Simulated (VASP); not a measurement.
# TaN: single point with LDA

Crystal: TaN.

```
Ta N
1.0
     0.00000    2.25469    2.25469
     2.25469    0.00000    2.25469
     2.25469    2.25469    0.00000
Ta N
1 1
Cartesian
  2.2547 2.2547 2.2547
  0.0000 0.0000 0.0000
```

```yaml
Program: VASP 6.6.1
Task: single point
Functional: LDA
Potentials_or_basis: VASP PAW LDA potentials, release 64 (Ta_pv, N)
Cutoff: 520 eV
k_mesh: 10 × 10 × 10
Occupations: fermi-dirac, width 0.05 eV
Spin: no spin polarisation
```

The pressure is -31.0 GPa and the band gap on the k mesh is zero (bands 8 and 9 overlap by 3.59 eV).

Levels at points of the mesh, in eV from the Fermi level:
| k point | band 6 | band 7 | band 8 | band 9 | band 10 | band 11 |
| --- | --- | --- | --- | --- | --- | --- |
| (0.00, 0.00, 0.00) | -3.56 | -3.56 | -1.96 | -1.96 | -1.96 | -0.05 |
| (0.50, 0.00, 0.00) | -7.05 | -7.05 | 1.63 | 1.63 | 1.74 | 3.70 |
| (0.50, 0.50, 0.00) | -4.99 | -4.39 | -4.39 | 1.79 | 3.09 | 3.09 |

Wall time 4.3 s on 1 thread of Intel(R) Xeon(R) 6975P-C (Granite Rapids), with other jobs on the host, peak memory 0.14 GiB.

Caveat: the cell stands under tension; spin-orbit coupling is left out, which moves the levels of the heavy elements.
